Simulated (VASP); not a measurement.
Write the native input for VASP 6.6.1 that does the following.

- Task: single point
- Functional: PBEsol
- Potentials or basis: VASP PAW PBE potentials, release 64 (Ga_d, N)
- Cutoff: 520 eV
- k mesh: 12 × 12 × 4
- Occupations: gaussian, width 0.01 eV
- Spin: no spin polarisation
- Dipole correction: no
- Further INCAR settings: ALGO = Normal; EDIFF = 1e-06; NBANDS = 26

The structure of GaN lies in POSCAR:

```
GaN
1.0
    3.1370217585      0.0000000000      0.0000000000
   -1.5685108793      2.7167407482      0.0000000000
    0.0000000000      0.0000000000      5.0961806304
Ga N
2 2
Direct
    0.3333333333      0.6666666667      0.0000000000
    0.6666666667      0.3333333333      0.5000000000
    0.3333333333      0.6666666667      0.3750000000
    0.6666666667      0.3333333333      0.8750000000
```

The input as run:

INCAR

```
SYSTEM = GaN
PREC = Accurate ; ENCUT = 520
EDIFF = 1E-6 ; ISMEAR = 0
SIGMA = 0.01 ; LREAL = .FALSE.
LASPH = .TRUE. ; NELM = 100
ALGO = Normal ; ISIF = 2
LWAVE = .FALSE. ; LCHARG = .FALSE.
GGA = PS ; NBANDS = 26
```

KPOINTS

```
Automatic mesh
0
G
  12 12 4
  0 0 0
```

Potentials or basis: VASP PAW PBE potentials, release 64 (Ga_d, N).

Launch:

```console
$ cat potpaw_PBE.64/Ga_d/POTCAR potpaw_PBE.64/N/POTCAR > POTCAR
$ mpirun -np 1 vasp_std > vasp.out
```

Results of the run:

```
Pressure               : 9.4 GPa
Largest force          : 0.142 eV/Å
Band gap on the k mesh : 2.20 eV
```

Caveat: the cell stands under pressure; the PAW data sets were made with another functional, which shifts forces and pressure a little.

Run time: 2.9 min on 1 thread of Intel Xeon 8259CL, with other jobs on the host, peak memory 0.19 GiB.
